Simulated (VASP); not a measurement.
Al: single point with PBE

Slab: Al, a slab with vacuum.

```
Al
1.0
     2.85671    0.00000    0.00000
    -1.42836    2.47398    0.00000
     0.00000    0.00000   25.66248
Al
6
Direct
  0.00000 0.00000 0.27277
  0.33333 0.66667 0.36366
  0.66667 0.33333 0.45455
  0.00000 0.00000 0.54545
  0.33333 0.66667 0.63634
  0.66667 0.33333 0.72723
```

```
Program             : VASP 6.6.1
Task                : single point
Functional          : PBE
Potentials or basis : VASP PAW PBE potentials, release 64 (Al)
Cutoff              : 400 eV
k mesh              : 3 × 3 × 1
Occupations         : methfessel-paxton, width 0.1 eV
Spin                : no spin polarisation
```

```json
{"Largest force": "0.433 eV/Å", "Band gap on the k mesh": "zero (band 9 reaches 3.09 eV, above the bottom of band 10 at 1.44 eV)"}
```

Forces on the atoms (eV/Å):
```
Al   0.000  0.000  0.366
Al   0.000  0.000  0.433
Al   0.000  0.000 -0.162
Al   0.000  0.000  0.162
Al   0.000  0.000 -0.433
Al   0.000  0.000 -0.366
```

Levels at points of the mesh, in eV from the Fermi level:
```tsv
k point	band 4	band 5	band 6	band 7	band 8	band 9	band 10	band 11	band 12	band 13
(0.00, 0.00, 0.00)	-8.40	-7.06	-5.37	-3.63	-1.57	0.50	2.34	3.33	4.39	4.60
```

Wall time 43 s on 1 thread of Intel Xeon 8259CL, with other jobs on the host, peak memory 0.22 GiB.

Caveat: the k points lie up to 0.85 Å⁻¹ apart.
